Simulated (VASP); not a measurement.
# PtSe2 (P-3m1) in VASP: notebook, part 2 of 2

VASP 6.6.1.

### Step 6. Single point, PBE (strain +0.000 along x and y, -0.015 along z)

INCAR

```
SYSTEM = PtSe2
PREC = Accurate
ENCUT = 520
EDIFF = 1E-6
ISMEAR = 0
SIGMA = 0.15
LREAL = .FALSE.
LASPH = .TRUE.
NELM = 80
ALGO = Normal
ISIF = 2
LWAVE = .FALSE.
LCHARG = .FALSE.
GGA = PE
NBANDS = 18
```

KPOINTS

```
regular mesh
0
G
  12 12 10
  0 0 0
```

POSCAR

```
PtSe2
1.0
    3.7240006046      0.0000000000      0.0000000000
   -1.8620003023      3.2250791273      0.0000000000
    0.0000000000      0.0000000000      4.9860700000
Pt Se
1 2
Direct
    0.0000000000      0.0000000000      0.0000000000
    0.3333333333      0.6666666667      0.2500000000
    0.6666666667      0.3333333333      0.7500000000
```

Potentials or basis: VASP PAW PBE potentials, release 64 (Pt, Se).

The run is started by

```bash
$ cat potpaw_PBE.64/Pt/POTCAR potpaw_PBE.64/Se/POTCAR > POTCAR
$ mpirun -np 1 vasp_std > vasp.out
```

OUTCAR:

```text
SYSTEM = PtSe2
   PREC = Accurate
   ENCUT = 520
   EDIFF = 1E-6
   ISMEAR = 0
   LREAL = .FALSE.
   LASPH = .TRUE.
   NELM = 80
   ISIF = 2
   GGA = PE

 ion  position               nearest neighbor table
   1  0.000  0.000  0.000-   2 2.49   3 2.49   3 2.49   2 2.49   3 2.49   2 2.49
   2  0.333  0.667  0.250-   1 2.49   1 2.49   1 2.49
   3  0.667  0.333  0.750-   1 2.49   1 2.49   1 2.49

  LATTYP: Found a hexagonal cell.
 ALAT       =     3.7240006046
 C/A-ratio  =     1.3389015012

  Lattice vectors:

 A1 = (   3.7240006046,   0.0000000000,   0.0000000000)
 A2 = (  -1.8620003023,   3.2250791273,   0.0000000000)
 A3 = (   0.0000000000,   0.0000000000,   4.9860700000)

Analysis of symmetry for initial positions (statically):
=====================================================================
 Subroutine PRICEL returns:
 Original cell was already a primitive cell.

 Routine SETGRP: Setting up the symmetry group for a
 hexagonal supercell.

 Subroutine GETGRP returns: Found 12 space group operations
 (whereof 12 operations were pure point group operations)
 out of a pool of 24 trial point group operations.

The static configuration has the point symmetry D_3d.

Analysis of symmetry for dynamics (positions and initial velocities):
=====================================================================
 Subroutine PRICEL returns:
 Original cell was already a primitive cell.

 Routine SETGRP: Setting up the symmetry group for a
 hexagonal supercell.

 Subroutine GETGRP returns: Found 12 space group operations
 (whereof 12 operations were pure point group operations)
 out of a pool of 24 trial point group operations.

The dynamic configuration has the point symmetry D_3d.

 Subroutine INISYM returns: Found 12 space group operations
 (whereof 12 operations are pure point group operations),
 and found     1 'primitive' translations

----------------------------------------------------------------------------------------

                                     Primitive cell

  volume of cell :      59.8837

  direct lattice vectors                    reciprocal lattice vectors
     3.724000605  0.000000000  0.000000000     0.268528420  0.155034956  0.000000000
    -1.862000302  3.225079127  0.000000000     0.000000000  0.310069912  0.000000000
     0.000000000  0.000000000  4.986070000     0.000000000  0.000000000  0.200558757

  length of vectors
     3.724000605  3.724000605  4.986070000     0.310069912  0.310069912  0.200558757

  position of ions in fractional coordinates (direct lattice)
     0.000000000  0.000000000  0.000000000
     0.333333333  0.666666667  0.250000000
     0.666666667  0.333333333  0.750000000

  ion indices of the primitive-cell ions
   primitive index   ion index
                 1           1
                 2           2
                 3           3

----------------------------------------------------------------------------------------

 KPOINTS: regular mesh

Automatic generation of k-mesh.
 Grid dimensions read from file:
 generate k-points for:   12   12   10

 Generating k-lattice:

  Cartesian coordinates                     Fractional coordinates (reciprocal lattice)
     0.022377368  0.012919580  0.000000000     0.083333333  0.000000000  0.000000000
     0.000000000  0.025839159  0.000000000     0.000000000  0.083333333  0.000000000
     0.000000000  0.000000000  0.020055876     0.000000000  0.000000000  0.100000000

  Length of vectors
     0.025839159  0.025839159  0.020055876

  Shift w.r.t. Gamma in fractional coordinates (k-lattice)
     0.000000000  0.000000000  0.000000000

 Subroutine IBZKPT returns following result:
 ===========================================

 Found    162 irreducible k-points:

 Following reciprocal coordinates:
            Coordinates               Weight
  0.000000  0.000000  0.000000      1.000000
  0.083333  0.000000  0.000000      6.000000
  0.166667  0.000000  0.000000      6.000000
  0.250000  0.000000  0.000000      6.000000
  0.333333  0.000000  0.000000      6.000000
  0.416667  0.000000  0.000000      6.000000
[... 16 lines left out ...]
  0.166667  0.000000  0.100000      6.000000
  0.000000  0.166667  0.100000      6.000000
 [... further k-points ...]
   k-points           NKPTS =    162   k-points in BZ     NKDIM =    162   number of bands    NBANDS=     18
   number of dos      NEDOS =    301   number of ions     NIONS =      3
   total plane-waves  NPLWV =  31360
   dimension x,y,z NGX =    28 NGY =   28 NGZ =   40
   dimension x,y,z NGXF=    56 NGYF=   56 NGZF=   80
   ions per type =               1   2
   NGX,Y,Z   is equivalent  to a cutoff of  12.50, 12.50, 13.34 a.u.
   NGXF,Y,Z  is equivalent  to a cutoff of  25.00, 25.00, 26.67 a.u.
 SYSTEM =  PtSe2
   PREC   = accura    normal or accurate (medium, high low for compatibility)
   ISTART =      0    job   : 0-new  1-cont  2-samecut
   ICHARG =      2    charge: 1-file 2-atom 10-const
   ISPIN  =      1    spin polarized calculation?
   LNONCOLLINEAR =      F non collinear calculations
   LSORBIT =      F    spin-orbit coupling
   LASPH  =      T    aspherical Exc in radial PAW
   ENCUT  =  520.0 eV  38.22 Ry    6.18 a.u.   6.92  6.92  9.27*2*pi/ulx,y,z
   NELM   =     80;   NELMIN=  2; NELMDL= -5     # of ELM steps
   EDIFF  = 0.1E-05   stopping-criterion for ELM
   LREAL  =      F    real-space projection
   EDIFFG = 0.1E-04   stopping-criterion for IOM
   NSW    =      0    number of steps for IOM
   IBRION =     -1    ionic relax: 0-MD 1-quasi-New 2-CG
   NFREE  =      0    steps in history (QN), initial steepest desc. (CG)
   ISIF   =      2    stress and relaxation
   ISYM   =      2    0-nonsym 1-usesym 2-fastsym
   POTIM  = 0.5000    time-step for ionic-motion
   TEBEG  =    0.0;   TEEND  =   0.0 temperature during run
   PSTRESS=    0.0 pullay stress
   NELECT =      22.0000    total number of electrons
   NUPDOWN=      -1.0000    fix difference up-down
   EMIN   =  10.00;   EMAX   =-10.00  energy-range for DOS
   EFERMI =   0.00;   METHOD = LEGACY
   ISMEAR =     0;   SIGMA  =   0.15  broadening in eV -4-tet -1-fermi 0-gaus
   EFERMI_NEDOS =   21; number of points for ismear=-14 and -15
   IALGO  =     38    algorithm
   IMIX   =      4    mixing-type and parameters
     AMIX     =   0.40;   BMIX     =  1.00
     AMIX_MAG =   1.60;   BMIX_MAG =  1.00
  volume/ion in A,a.u.               =      19.96       134.71
  Fermi-wavevector in a.u.,A,eV,Ry     =   1.172500  2.215704 18.704698  1.374757
  Thomas-Fermi vector in A             =   2.308928
   LORBIT       =      0    0 simple, 1 ext, 2 COOP (PROOUT), +10 PAW based schemes
   GGA     = PE    functional components
   LHFCALC =     F    Hartree Fock is set to
   AEXX    =    0.0000 exact exchange contribution
   IVDW    =     0    specifies the selected vdW correction
   LEPSILON=     F    determine dielectric tensor
   LRPA    =     F    only Hartree local field effects (RPA)
 non-spin polarized calculation
 Gauss-broadening in eV      SIGMA  =   0.15
  energy-cutoff  :      520.00
  volume of cell :       59.88
 maximum number of plane-waves:      1644
   NGX = 13   NGY = 13   NGZ = 19

 number of electron      21.9999998 magnetization

 Free energy of the ion-electron system (eV)
  ---------------------------------------------------
  ext. energy  EPLUGINS =         0.00000000
  ---------------------------------------------------
  free energy    TOTEN  =       -14.15000733 eV

  energy without entropy =      -14.14283393  energy(sigma->0) =      -14.14642063

 E-fermi :   6.7602     XC(G=0): -10.7135

 val. band max:        6.7572872252   @ k =   0.0000   0.3333   0.3000
 cond. band min:       6.7676361358   @ k =   0.3333   0.3333   0.0000
 fundamental gap:      0.0103489106
 Fermi energy:         6.7601629390

 k-point     1 :       0.0000    0.0000    0.0000
  band No.  band energies     occupation
      1      -9.1145      2.00000
      2      -6.1416      2.00000
      3      -0.5526      2.00000
      4       0.1061      2.00000
      5       0.1061      2.00000
      6       2.6381      2.00000
[... 10 lines left out ...]
     17      13.9628      0.00000
     18      18.5261      0.00000
[... 463 lines left out ...]
 k-point    24 :       0.0000    0.1667    0.1000
  band No.  band energies     occupation
      1      -8.7697      2.00000
      2      -6.3647      2.00000
      3      -0.2527      2.00000
      4       0.2838      2.00000
      5       0.5237      2.00000
      6       2.0673      2.00000
[... 10 lines left out ...]
     17      15.2540      0.00000
     18      15.4708      0.00000

 [... further k-points ...]
[... 5 lines left out ...]
  --------------------------------------------------------------------------------------
  -------------------------------------------------------------------------------------
  Total        3.6318238      3.6318238      2.9033316     -0.0000000      0.0000000      0.0000000
  in kB       97.1688068     97.1688068     77.6781258     -0.0000000      0.0000000      0.0000000
  external PRESSURE =      90.6719132 kB  Pullay stress =       0.0000000 kB

 VOLUME and BASIS-vectors are now :
 -----------------------------------------------------------------------------
  energy-cutoff  :      520.00
  volume of cell :       59.88
      direct lattice vectors                 reciprocal lattice vectors
     3.724000605  0.000000000  0.000000000     0.268528420  0.155034956  0.000000000
    -1.862000302  3.225079127  0.000000000     0.000000000  0.310069912  0.000000000
     0.000000000  0.000000000  4.986070000     0.000000000  0.000000000  0.200558757

 POSITION                                       TOTAL-FORCE (eV/Angst)
 -----------------------------------------------------------------------------------
      0.00000      0.00000      0.00000         0.000000      0.000000      0.000000
     -0.00000      2.15005      1.24652         0.000000      0.000000      0.792322
      1.86200      1.07503      3.73955        -0.000000      0.000000     -0.792322
 -----------------------------------------------------------------------------------
    total drift:                               -0.000000     -0.000000     -0.000000

  FREE ENERGIE OF THE ION-ELECTRON SYSTEM (eV)
  ---------------------------------------------------
  free  energy   TOTEN  =       -14.1500073329 eV

  energy  without entropy=      -14.1428339318  energy(sigma->0) =      -14.14642063
```

Wall time 2 min (1 thread of AMD EPYC 7R43 (Zen 3), shared host); peak memory 0.28 GiB.

Results:

```yaml
Free_energy: -14.1500 eV
Pressure: 9.1 GPa
Largest_force: 0.792 eV/Å
Band_gap_on_the_k_mesh: zero (band 11 reaches 7.19 eV, above the bottom of band 12 at 6.76 eV)
```

Forces in eV/Å, atoms in the order of the input:
```
Pt   0.000  0.000  0.000
Se   0.000  0.000  0.792
Se   0.000  0.000 -0.792
```

Caveat: the cell differs from its parent crystal (strain +0.000 along x and y, -0.015 along z); spin-orbit coupling is left out, which moves the levels of the heavy elements.

### Step 7. The runs side by side

```tsv
cell	gap on the mesh (eV)	pressure (GPa)	largest force (eV/Å)
a = 3.668, b = 3.668, c = 4.986 Å, angles 90.0, 90.0, 120.0°, 3 atoms	none	14.7	1.20
a = 3.612, b = 3.612, c = 5.214 Å, angles 90.0, 90.0, 120.0°, 3 atoms	none	14.4	0.91
a = 3.724, b = 3.724, c = 4.910 Å, angles 90.0, 90.0, 120.0°, 3 atoms	none	10.9	1.01
a = 3.668, b = 3.668, c = 5.062 Å, angles 90.0, 90.0, 120.0°, 3 atoms	none	12.6	0.97
a = 3.724, b = 3.724, c = 4.986 Å, angles 90.0, 90.0, 120.0°, 3 atoms	none	9.1	0.79
```

Alike in all rows: task single point; level PBE; potentials or basis VASP PAW PBE potentials, release 64 (Pt, Se); no spin polarisation; k mesh 12 × 12 × 10; cutoff (eV) 520; smearing gaussian 0.15 eV.

Caveats: spin-orbit coupling is left out, which moves the levels of the heavy elements; forces of over 1 eV/Å act on the atoms, so gaps and moduli don't describe the material at rest (some runs).

Total energies depend on the potentials used, so only differences within one code and one set of settings carry meaning.
